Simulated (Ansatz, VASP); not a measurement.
# Si: VASP beside Ansatz

File INCAR:

```
  ALGO = Normal
  EDIFF = 1E-7
  ENCUT = 520
  GGA = PE
  ISIF = 2
  ISMEAR = -1
  LASPH = T
  LCHARG = F
  LREAL = F
  LWAVE = F
  NBANDS = 8
  NELM = 80
  PREC = Accurate
  SIGMA = 0.05
```

The input KPOINTS:

```
k-points
0
Gamma
  18 18 18
```

Contents of POSCAR:

```
Si
1.0
   -1.5102947414      1.5102947414      1.5102947414
    1.5102947414     -1.5102947414      1.5102947414
    1.5102947414      1.5102947414     -1.5102947414
Si
1
Direct
    0.0000000000      0.0000000000      0.0000000000
```

Input for Ansatz:

```yaml
crystal:
  lattice:
    - [-1.5102947414, 1.5102947414, 1.5102947414]
    - [1.5102947414, -1.5102947414, 1.5102947414]
    - [1.5102947414, 1.5102947414, -1.5102947414]
  atoms:
    - { symbol: Si, position: [0.0, 0.0, 0.0] }
kpoints:
  mp_grid: { grid: [18, 18, 18] }
scf:
  occupations: { method: fermi_dirac, width: 0.05 }
hamiltonian:
  xc: pbe
  pseudopotentials: { kind: all_electron, lapw: { basis_error: 0.001 } }
output:
  forces: true
  stress: true
  eigenvalues: true
```

Change from the starting cell: volume scaled by 0.9405.

Alike in both runs: task single point; functional PBE; k mesh 18 × 18 × 18; occupations fermi-dirac, width 0.05 eV; no spin polarisation.

```csv
,VASP,Ansatz
version,VASP 6.6.1,Ansatz 0.2.0
potentials or method,"VASP PAW PBE potentials, release 64 (Si), cutoff 520 eV","all-electron LAPW, scalar-relativistic"
```

|  | VASP | Ansatz | Ansatz less VASP |
| --- | --- | --- | --- |
| pressure (GPa) | 6.4 | 6.5 | +0.08 |

Ansatz ran all-electron here, and VASP with PAW potentials.
